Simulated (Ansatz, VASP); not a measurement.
## Two plane-wave programs on Ti

```
CELL_PARAMETERS angstrom
0.00000 2.19240 2.19240
2.19240 0.00000 2.19240
2.19240 2.19240 0.00000
ATOMIC_POSITIONS crystal
Ti 0.00000 0.00000 0.00000
```

Change from the starting cell: strain +0.080 along x and y, +0.080 along z, atoms carried along.

Alike in both runs: task single point; functional PBEsol; k mesh 20 × 20 × 20; occupations gaussian, width 0.15 eV; no spin polarisation.

|  | VASP | Ansatz |
| --- | --- | --- |
| version | VASP 6.6.1 | Ansatz 0.2.0 |
| potentials or method | VASP PAW PBE potentials, release 64 (Ti_sv), cutoff 520 eV | scalar-relativistic, plane waves, PAW |
| valence electrons in the cell | 12 | 12 |

|  | VASP | Ansatz | Ansatz less VASP |
| --- | --- | --- | --- |
| gap on the k mesh at the Fermi level (eV) | none | none | - |
| pressure (GPa) | -17.7 | -17.7 | +0.01 |

VASP's potentials were made for PBE, not for PBEsol. A gap of «none» marks a metal or a gap that the smearing closes. With one functional, cell and mesh, what is left measures potentials, basis and numerics.
